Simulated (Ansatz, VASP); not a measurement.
**One calculation of Nb, two programs**

The input INCAR:

```
SYSTEM = Nb
PREC     = Accurate       ! precision mode
ENCUT    = 520            ! plane-wave cutoff, eV
EDIFF    = 1E-6           ! SCF threshold, eV
ISMEAR   = -1             ! smearing method
SIGMA    = 0.1            ! smearing width, eV
LREAL    = .FALSE.        ! projectors in reciprocal space
LASPH    = .TRUE.         ! aspherical terms in the spheres
NELM     = 60             ! most SCF steps
ALGO     = Normal         ! electronic algorithm
ISIF     = 2              ! what is computed and relaxed
LWAVE    = .FALSE.        ! write WAVECAR
LCHARG   = .FALSE.        ! write CHGCAR
GGA      = PS             ! functional
NBANDS   = 20             ! bands
```

Contents of KPOINTS:

```
Automatic mesh
0
G
  14 14 7
  0 0 0
```

File POSCAR:

```
Nb
1.0
    2.7975398089      0.0000000000      0.0000000000
   -1.3987699044      2.4227405426      0.0000000000
    0.0000000000      0.0000000000      5.1155611672
Nb
2
Direct
    0.3333333333      0.6666666667      0.2500000000
    0.6666666667      0.3333333333      0.7500000000
```

Input for Ansatz:

```yaml
crystal:
  lattice:
    - [2.7975398089, 0.0, 0.0]
    - [-1.3987699044, 2.4227405426, 0.0]
    - [0.0, 0.0, 5.1155611672]
  atoms:
    - { symbol: Nb, position: [0.3333333333, 0.6666666667, 0.25] }
    - { symbol: Nb, position: [0.6666666667, 0.3333333333, 0.75] }
hamiltonian:
  xc: pbesol
  pseudopotentials:
    kind: paw
    azcp:
      Nb: "pseudopotentials/Nb.paw.azcp"
basis:
  ecutwfc: 420
  fft_grid_basis: typed
kpoints:
  mp_grid: { grid: [14, 14, 7], shift: [0, 0, 0] }
magnetization:
  spin_polarized: false
scf:
  occupations: { method: fermi_dirac, width: 0.1 }
  lower_state_search: "off"
output:
  stress: true
  write_density: true
  write_potential: true
  elf: true
  volumetric_format: npy
```

Alike in both runs: task single point; functional PBEsol; k mesh 14 × 14 × 7; occupations fermi-dirac, width 0.1 eV; no spin polarisation.

|  | VASP | Ansatz |
| --- | --- | --- |
| version | VASP 6.6.1 | Ansatz 0.2.0 |
| potentials or method | VASP PAW PBE potentials, release 64 (Nb_sv), cutoff 520 eV | plane waves (420 eV) with PAW, scalar-relativistic |
| valence electrons in the cell | 26 | 26 |

Ansatz gave:

| Property | Result |
| --- | --- |
| pressure (GPa) | 7.4 |
| traceless stress, the component that is largest in VASP (GPa) | 0.05 |

Task: Estimate VASP's values.

Result: Pressure (GPa): 7.1; traceless stress, the component that is largest in VASP (GPa): 0.01.

VASP's potentials were made for PBE, not for PBEsol, and Ansatz warns of the same on its side. With one functional, cell and mesh, what is left measures potentials, basis and numerics.
